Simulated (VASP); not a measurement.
A run of VASP 6.6.1:

File INCAR:

```
PREC = Accurate
ENCUT = 520
EDIFF = 1E-7
ISMEAR = -1
SIGMA = 0.03
LREAL = F
LASPH = T
NELM = 80
ALGO = Normal
ISIF = 2
LWAVE = F
LCHARG = F
GGA = PE
NBANDS = 12
```

The input KPOINTS:

```
regular mesh
0
Gamma
  12 12 12
```

File POSCAR:

```
Sc
1.0
    0.0000000000      2.2514192660      2.2514192660
    2.2514192660      0.0000000000      2.2514192660
    2.2514192660      2.2514192660      0.0000000000
Sc
1
Direct
    0.0000000000      0.0000000000      0.0000000000
```

Potentials or basis: VASP PAW PBE potentials, release 64 (Sc_sv).

Command:

```sh
$ cat potpaw_PBE.64/Sc_sv/POTCAR > POTCAR
$ mpirun -np 1 vasp_std > vasp.out
```

Hardware: 1 thread of Intel Xeon 8259CL, with other jobs on the host.

How long does it take, and how much memory?

It took 25 s on 1 thread of Intel Xeon 8259CL, on a shared host, peak memory 0.15 GiB. Counts: scf iterations 12, k points 72.
